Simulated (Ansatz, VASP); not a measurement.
Au in VASP and in Ansatz

Contents of POSCAR:

```
Au
1.0
    2.9869983627      0.0000000000      0.0000000000
   -1.4934991814      2.5868164632      0.0000000000
    0.0000000000      0.0000000000      5.0264000000
Au
2
Direct
    0.3333333333      0.6666666667      0.7500000000
    0.6666666667      0.3333333333      0.2500000000
```

INCAR.step1

```
SYSTEM = Au
PREC     = Accurate       ! precision mode
ENCUT    = 520            ! plane-wave cutoff, eV
ISMEAR   = 0              ! smearing method
SIGMA    = 0.15           ! smearing width, eV
LREAL    = .False.        ! projectors in reciprocal space
LASPH    = .True.         ! aspherical terms in the spheres
NELM     = 100            ! most SCF steps
NBANDS   = 18             ! bands
GGA      = PE             ! functional
ALGO     = Normal         ! electronic algorithm
EDIFF    = 1E-4           ! SCF threshold, eV
LWAVE    = .True.         ! write WAVECAR
LCHARG   = .False.        ! write CHGCAR
```

File INCAR.step2:

```
SYSTEM = Au
PREC     = Accurate       ! precision mode
ENCUT    = 520            ! plane-wave cutoff, eV
EDIFF    = 1E-7           ! SCF threshold, eV
ISMEAR   = 0              ! smearing method
SIGMA    = 0.15           ! smearing width, eV
LREAL    = .False.        ! projectors in reciprocal space
LASPH    = .True.         ! aspherical terms in the spheres
NELM     = 100            ! most SCF steps
ALGO     = Normal         ! electronic algorithm
ISIF     = 2              ! what is computed and relaxed
LWAVE    = .False.        ! write WAVECAR
LCHARG   = .True.         ! write CHGCAR
METAGGA  = R2SCAN         ! meta-GGA
LMIXTAU  = .True.       
LELF     = .True.         ! ELF
LVHAR    = .True.       
NBANDS   = 18             ! bands
ISTART   = 1
```

KPOINTS

```
Automatic mesh
0
Gamma
  18 18 10
  0 0 0
```

Input for Ansatz:

```yaml
crystal:
  lattice:
    - [2.9869983627, 0.0, 0.0]
    - [-1.4934991814, 2.5868164632, 0.0]
    - [0.0, 0.0, 5.0264]
  atoms:
    - { symbol: Au, position: [0.3333333333, 0.6666666667, 0.75] }
    - { symbol: Au, position: [0.6666666667, 0.3333333333, 0.25] }
basis:
  ecutwfc: 500
kpoints:
  mp_grid: { grid: [18, 18, 10] }
hamiltonian:
  xc: r2scan
scf:
  occupations: { method: gaussian, width: 0.15 }
output:
  forces: true
  stress: true
  eigenvalues: true
```

Change from the starting cell: strain +0.030 along x and y, +0.030 along z, atoms carried along.

Alike in both runs: task single point; functional r2SCAN; k mesh 18 × 18 × 10; occupations gaussian, width 0.15 eV; no spin polarisation.

|  | VASP | Ansatz |
| --- | --- | --- |
| version | VASP 6.6.1 | Ansatz 0.2.0 |
| potentials or method | VASP PAW PBE potentials, release 64 (Au), cutoff 520 eV | scalar-relativistic, plane waves, PAW |
| valence electrons in the cell | 22 | 38 |

```tsv
	VASP	Ansatz	Ansatz less VASP
gap on the k mesh at the Fermi level (eV)	none	none	-
pressure (GPa)	-11.1	-11.2	-0.10
traceless stress, the component that is largest in VASP (GPa)	0.47	0.49	+0.017
```

VASP's potentials were made for PBE, not for r2SCAN. A gap of «none» marks a metal or a gap that the smearing closes. VASP's potentials hold 22 valence electrons a cell and Ansatz's 38, so a difference there can come from the potentials and not from the codes.

Neither program's run includes spin-orbit coupling.
